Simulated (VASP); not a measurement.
# TiO2 (Rutile) (P4_2/mnm) in VASP: a series of runs

Runs on TiO2 (Rutile). Level: PBEsol. Tasks: relaxation of cell and atoms.

Everything below comes from runs of VASP 6.6.1. Logs are shortened: lines on timing, memory, paths and dates and some standing lists are left out, and cuts for length are marked.

### Step 1. The cell of the first run

The structure is tetragonal, space group P4_2/mnm (No. 136). Conventional cell: a = 4.592 Å, b = 4.592 Å, c = 2.957 Å, α = 90.00°, β = 90.00°, γ = 90.00°. Ti (site symmetry mmm) has 6 O at 1.95 to 1.98 Å within 2.6 Å. Within 2.6 Å of O (site symmetry m2m) lie 3 Ti at 1.95 to 1.98 Å and 1 O at 2.53 Å.

### Step 2. Relaxation of cell and atoms, PBEsol, target pressure 20 GPa, at which the enthalpy is minimised

INCAR reads:

```
SYSTEM = TiO2
PREC = Accurate
ENCUT = 600
EDIFF = 1E-6
ISMEAR = 0
SIGMA = 0.01
LREAL = .FALSE.
LASPH = .TRUE.
NELM = 100
ALGO = Normal
ISIF = 3
LWAVE = .FALSE.
LCHARG = .FALSE.
GGA = PS
IBRION = 2
NSW = 100
EDIFFG = -0.03
PSTRESS = 200.0
```

KPOINTS reads:

```
Automatic mesh
0
G
  6 6 8
  0 0 0
```

POSCAR reads:

```
TiO2
1.0
    4.5922000000      0.0000000000      0.0000000000
    0.0000000000      4.5922000000      0.0000000000
    0.0000000000      0.0000000000      2.9574000000
Ti O
2 4
Direct
    0.0000000000      0.0000000000      0.0000000000
    0.5000000000      0.5000000000      0.5000000000
    0.3049600000      0.3049600000      0.0000000000
    0.1950400000      0.8049600000      0.5000000000
    0.6950400000      0.6950400000      0.0000000000
    0.8049600000      0.1950400000      0.5000000000
```

Potentials or basis: VASP PAW PBE potentials, release 64 (Ti_sv, O).

The run is started by

```
> cat potpaw_PBE.64/Ti_sv/POTCAR potpaw_PBE.64/O/POTCAR > POTCAR
> mpirun -np 1 vasp_std > vasp.out
```

OUTCAR:

```text
SYSTEM = TiO2
   PREC = Accurate
   ENCUT = 600
   EDIFF = 1E-6
   ISMEAR = 0
   LREAL = .FALSE.
   LASPH = .TRUE.
   NELM = 100
   ISIF = 3
   GGA = PS
   IBRION = 2
   NSW = 100
   EDIFFG = -0.03
   PSTRESS = 200.0

 ion  position               nearest neighbor table
   1  0.000  0.000  0.000-   4 1.95   6 1.95   4 1.95   6 1.95   5 1.98   3 1.98
   2  0.500  0.500  0.500-   3 1.95   5 1.95   3 1.95   5 1.95   4 1.98   6 1.98
   3  0.305  0.305  0.000-   2 1.95   2 1.95   1 1.98
   4  0.195  0.805  0.500-   1 1.95   1 1.95   2 1.98
   5  0.695  0.695  0.000-   2 1.95   2 1.95   1 1.98
   6  0.805  0.195  0.500-   1 1.95   1 1.95   2 1.98

  LATTYP: Found a simple tetragonal cell.
 ALAT       =     4.5922000000
 C/A-ratio  =     0.6440050520

  Lattice vectors:

 A1 = (   4.5922000000,   0.0000000000,   0.0000000000)
 A2 = (   0.0000000000,   4.5922000000,   0.0000000000)
 A3 = (   0.0000000000,   0.0000000000,   2.9574000000)

Analysis of symmetry for initial positions (statically):
=====================================================================
 Subroutine PRICEL returns:
 Original cell was already a primitive cell.

 Routine SETGRP: Setting up the symmetry group for a
 simple tetragonal supercell.

 Subroutine GETGRP returns: Found 16 space group operations
 (whereof  8 operations were pure point group operations)
 out of a pool of 16 trial point group operations.

The static configuration has the point symmetry D_2h.
 The point group associated with its full space group is D_4h.

Analysis of symmetry for dynamics (positions and initial velocities):
=====================================================================
 Subroutine PRICEL returns:
 Original cell was already a primitive cell.

 Routine SETGRP: Setting up the symmetry group for a
 simple tetragonal supercell.

 Subroutine GETGRP returns: Found 16 space group operations
 (whereof  8 operations were pure point group operations)
 out of a pool of 16 trial point group operations.

The dynamic configuration has the point symmetry D_2h.
 The point group associated with its full space group is D_4h.

 Subroutine INISYM returns: Found 16 space group operations
 (whereof  8 operations are pure point group operations),
 and found     1 'primitive' translations

----------------------------------------------------------------------------------------

                                     Primitive cell

  volume of cell :      62.3665

  direct lattice vectors                    reciprocal lattice vectors
     4.592200000  0.000000000  0.000000000     0.217760550  0.000000000  0.000000000
     0.000000000  4.592200000  0.000000000     0.000000000  0.217760550  0.000000000
     0.000000000  0.000000000  2.957400000     0.000000000  0.000000000  0.338134848

  length of vectors
     4.592200000  4.592200000  2.957400000     0.217760550  0.217760550  0.338134848

  position of ions in fractional coordinates (direct lattice)
     0.000000000  0.000000000  0.000000000
     0.500000000  0.500000000  0.500000000
     0.304960000  0.304960000  0.000000000
     0.195040000  0.804960000  0.500000000
     0.695040000  0.695040000  0.000000000
     0.804960000  0.195040000  0.500000000

  ion indices of the primitive-cell ions
   primitive index   ion index
                 1           1
                 2           2
                 3           3
                 4           4
                 5           5
                 6           6

----------------------------------------------------------------------------------------

 KPOINTS: Automatic mesh

Automatic generation of k-mesh.
 Grid dimensions read from file:
 generate k-points for:    6    6    8

 Generating k-lattice:

  Cartesian coordinates                     Fractional coordinates (reciprocal lattice)
     0.036293425  0.000000000  0.000000000     0.166666667  0.000000000  0.000000000
     0.000000000  0.036293425  0.000000000     0.000000000  0.166666667  0.000000000
     0.000000000  0.000000000  0.042266856     0.000000000  0.000000000  0.125000000

  Length of vectors
     0.036293425  0.036293425  0.042266856

  Shift w.r.t. Gamma in fractional coordinates (k-lattice)
     0.000000000  0.000000000  0.000000000

 Subroutine IBZKPT returns following result:
 ===========================================

 Found     50 irreducible k-points:

 Following reciprocal coordinates:
            Coordinates               Weight
  0.000000  0.000000  0.000000      1.000000
  0.166667  0.000000  0.000000      4.000000
  0.333333  0.000000  0.000000      4.000000
  0.500000  0.000000  0.000000      2.000000
  0.166667  0.166667  0.000000      4.000000
  0.333333  0.166667  0.000000      8.000000
[... 16 lines left out ...]
  0.333333  0.000000  0.250000      8.000000
  0.500000  0.000000  0.250000      4.000000
 [... further k-points ...]
   k-points           NKPTS =     50   k-points in BZ     NKDIM =     50   number of bands    NBANDS=     28
   number of dos      NEDOS =    301   number of ions     NIONS =      6
   total plane-waves  NPLWV =  38400
   dimension x,y,z NGX =    40 NGY =   40 NGZ =   24
   dimension x,y,z NGXF=    80 NGYF=   80 NGZF=   48
   ions per type =               2   4
   NGX,Y,Z   is equivalent  to a cutoff of  14.48, 14.48, 13.49 a.u.
   NGXF,Y,Z  is equivalent  to a cutoff of  28.96, 28.96, 26.98 a.u.
 SYSTEM =  TiO2
   PREC   = accura    normal or accurate (medium, high low for compatibility)
   ISTART =      0    job   : 0-new  1-cont  2-samecut
   ICHARG =      2    charge: 1-file 2-atom 10-const
   ISPIN  =      1    spin polarized calculation?
   LNONCOLLINEAR =      F non collinear calculations
   LSORBIT =      F    spin-orbit coupling
   LASPH  =      T    aspherical Exc in radial PAW
   ENCUT  =  600.0 eV  44.10 Ry    6.64 a.u.   9.17  9.17  5.91*2*pi/ulx,y,z
   NELM   =    100;   NELMIN=  2; NELMDL= -5     # of ELM steps
   EDIFF  = 0.1E-05   stopping-criterion for ELM
   LREAL  =      F    real-space projection
   EDIFFG = -.3E-01   stopping-criterion for IOM
   NSW    =    100    number of steps for IOM
   IBRION =      2    ionic relax: 0-MD 1-quasi-New 2-CG
   NFREE  =      1    steps in history (QN), initial steepest desc. (CG)
   ISIF   =      3    stress and relaxation
   ISYM   =      2    0-nonsym 1-usesym 2-fastsym
   POTIM  = 0.5000    time-step for ionic-motion
   TEBEG  =    0.0;   TEEND  =   0.0 temperature during run
   PSTRESS=  200.0 pullay stress
   NELECT =      48.0000    total number of electrons
   NUPDOWN=      -1.0000    fix difference up-down
   EMIN   =  10.00;   EMAX   =-10.00  energy-range for DOS
   EFERMI =   0.00;   METHOD = LEGACY
   ISMEAR =     0;   SIGMA  =   0.01  broadening in eV -4-tet -1-fermi 0-gaus
   EFERMI_NEDOS =   21; number of points for ismear=-14 and -15
   IALGO  =     38    algorithm
   IMIX   =      4    mixing-type and parameters
     AMIX     =   0.40;   BMIX     =  1.00
     AMIX_MAG =   1.60;   BMIX_MAG =  1.00
  volume/ion in A,a.u.               =      10.39        70.15
  Fermi-wavevector in a.u.,A,eV,Ry     =   1.500277  2.835112 30.624403  2.250830
  Thomas-Fermi vector in A             =   2.611798
   LORBIT       =      0    0 simple, 1 ext, 2 COOP (PROOUT), +10 PAW based schemes
   GGA     = PS    functional components
   LHFCALC =     F    Hartree Fock is set to
   AEXX    =    0.0000 exact exchange contribution
   IVDW    =     0    specifies the selected vdW correction
   LEPSILON=     F    determine dielectric tensor
   LRPA    =     F    only Hartree local field effects (RPA)
 conjugate gradient relaxation of ions
 non-spin polarized calculation
 Gauss-broadening in eV      SIGMA  =   0.01
  energy-cutoff  :      600.00
  volume of cell :       62.37
 maximum number of plane-waves:      2102
 NGX is ok and might be reduce to    40
   NGX = 19   NGY = 19   NGZ = 11

--------------------------------------- Ionic step        1  -------------------------------------------

 number of electron      47.9999989 magnetization

 Free energy of the ion-electron system (eV)
  ---------------------------------------------------
  ext. energy  EPLUGINS =         0.00000000
  ---------------------------------------------------
  free energy    TOTEN  =       -56.10476461 eV

  energy without entropy =      -56.10476461  energy(sigma->0) =      -56.10476461

------------------------ aborting loop because EDIFF is reached ----------------------------------------

  FORCE on cell =-STRESS in cart. coord.  units (eV):
  Direction    XX          YY          ZZ          XY          YZ          ZX
  --------------------------------------------------------------------------------------
  -------------------------------------------------------------------------------------
  Total       -0.2600168     -0.2600168     -0.9369205      0.0000000      0.0000000      0.0000000
  in kB       -6.6797523     -6.6797523    -24.0692013      0.0000000      0.0000000      0.0000000
  external PRESSURE =    -212.4762353 kB  Pullay stress =     200.0000000 kB
[... 321 lines left out ...]
  enthalpy is  TOTEN    =       -48.6604638318 eV   P V=        7.2076850341

--------------------------------------- Ionic step        9  -------------------------------------------

 number of electron      47.9999998 magnetization

 Free energy of the ion-electron system (eV)
  ---------------------------------------------------
  ext. energy  EPLUGINS =         0.00000000
  ---------------------------------------------------
  free energy    TOTEN  =       -55.84963560 eV

  energy without entropy =      -55.84963560  energy(sigma->0) =      -55.84963560

 E-fermi :   5.8811     XC(G=0): -12.1507

 val. band max:        5.6673935159   @ k =   0.0000   0.0000   0.0000
 cond. band min:       7.5769487559   @ k =   0.0000   0.0000   0.0000
 fundamental gap:      1.9095552400
 Fermi energy:         5.8811398180

 k-point     1 :       0.0000    0.0000    0.0000
  band No.  band energies     occupation
      1     -50.8031      2.00000
      2     -50.7752      2.00000
      3     -27.3222      2.00000
      4     -27.3222      2.00000
      5     -27.0867      2.00000
      6     -27.0867      2.00000
[... 733 lines left out ...]
     27       9.0904      0.00000
     28       9.0904      0.00000

 [... further k-points ...]
[... 5 lines left out ...]
  --------------------------------------------------------------------------------------
  -------------------------------------------------------------------------------------
  Total        7.1279750      7.1279750      7.2233801      0.0000000      0.0000000      0.0000000
  in kB      198.3095087    198.3095087    200.9638033      0.0000000      0.0000000      0.0000000
  external PRESSURE =      -0.8057264 kB  Pullay stress =     200.0000000 kB
[... 21 lines left out ...]
  FREE ENERGIE OF THE ION-ELECTRON SYSTEM (eV)
  ---------------------------------------------------
  free  energy   TOTEN  =       -55.8496356022 eV

  energy  without entropy=      -55.8496356022  energy(sigma->0) =      -55.84963560

  enthalpy is  TOTEN    =       -48.6608981110 eV   P V=        7.1887374912

 reached required accuracy - stopping structural energy minimisation
```

Run time: 8.3 min. Hardware: 1 thread of Intel Xeon 6975P-C, shared host; peak memory 0.26 GiB.

Results:

- Free energy: -55.8496 eV
- Relaxed volume: 9.60 Å³/atom
- Relaxed cell: a = 4.460 Å, b = 4.460 Å, c = 2.895 Å, α = 90.00°, β = 90.00°, γ = 90.00°
- Space group after relaxing (to 0.05 Å): P4_2/mnm (No. 136)
- Energy change on relaxing (the enthalpy is what falls): +42.5 meV/atom
- Ionic steps: 9
- Pressure after relaxing: 19.9 GPa
- Largest force after relaxing: 0.007 eV/Å
- Band gap on the k mesh: 1.91 eV, direct

Forces in eV/Å, atoms in the order of the input:
```
Ti   0.000  0.000  0.000
Ti   0.000  0.000  0.000
O    0.005  0.005  0.000
O   -0.005  0.005  0.000
O   -0.005 -0.005  0.000
O    0.005 -0.005  0.000
```

Step by step:
```
step  energy change (eV)  largest force (eV/Å)  pressure (GPa)  volume (Å³)
   1              0.0000                0.0539           -1.25        62.37
   2              2.2328                1.3577           75.25        50.73
   3              0.2240                0.4375           19.05        58.00
   4              0.2413                0.4521           19.79        57.86
   5              0.2523                0.4609           20.25        57.77
   6              0.2765                0.0932           20.68        57.43
   7              0.2685                0.0006           20.60        57.48
   8              0.2366                0.0161           19.10        57.74
   9              0.2551                0.0072           19.92        57.59
```

Final structure:
```cif
data_structure
_symmetry_space_group_name_H-M 'P 1'
_symmetry_Int_Tables_number 1
_cell_length_a 4.4602
_cell_length_b 4.4602
_cell_length_c 2.8949
_cell_angle_alpha 90.000
_cell_angle_beta 90.000
_cell_angle_gamma 90.000
_cell_volume 57.59
loop_
_atom_site_label
_atom_site_type_symbol
_atom_site_fract_x
_atom_site_fract_y
_atom_site_fract_z
_atom_site_occupancy
Ti1 Ti 0.00000 0.00000 0.00000 1
Ti2 Ti 0.50000 0.50000 0.50000 1
O1 O 0.30227 0.30227 0.00000 1
O2 O 0.19773 0.80227 0.50000 1
O3 O 0.69773 0.69773 0.00000 1
O4 O 0.80227 0.19773 0.50000 1
```

Levels at points of the mesh, in eV from the valence-band top:
| k point | band 21 | band 22 | band 23 | band 24 | band 25 | band 26 | band 27 | band 28 |
| --- | --- | --- | --- | --- | --- | --- | --- | --- |
| (0.00, 0.00, 0.00) | -0.76 | -0.51 | -0.51 | 0.00 | 1.91 | 2.21 | 2.49 | 2.64 |
| (0.50, 0.00, 0.00) | -1.87 | -1.87 | -0.85 | -0.85 | 2.68 | 2.68 | 3.32 | 3.32 |
| (0.50, 0.50, 0.00) | -1.43 | -1.43 | -1.16 | -1.16 | 1.96 | 1.96 | 2.67 | 2.67 |
| (0.00, 0.00, 0.50) | -2.85 | -2.85 | -1.52 | -1.52 | 3.28 | 3.28 | 3.43 | 3.43 |
| (0.50, 0.00, 0.50) | -2.25 | -2.25 | -1.21 | -1.21 | 1.97 | 1.97 | 3.45 | 3.45 |
| (0.50, 0.50, 0.50) | -1.55 | -1.55 | -0.69 | -0.69 | 2.80 | 2.80 | 3.41 | 3.41 |

Caveat: the cell is relaxed towards a set pressure, so the enthalpy falls and the energy may rise; the PAW data sets were made with another functional, which shifts forces and pressure a little. Expect the measured gap to be larger: semilocal functionals such as PBEsol lack the derivative discontinuity.

(Part 1 of 2 ends here.)
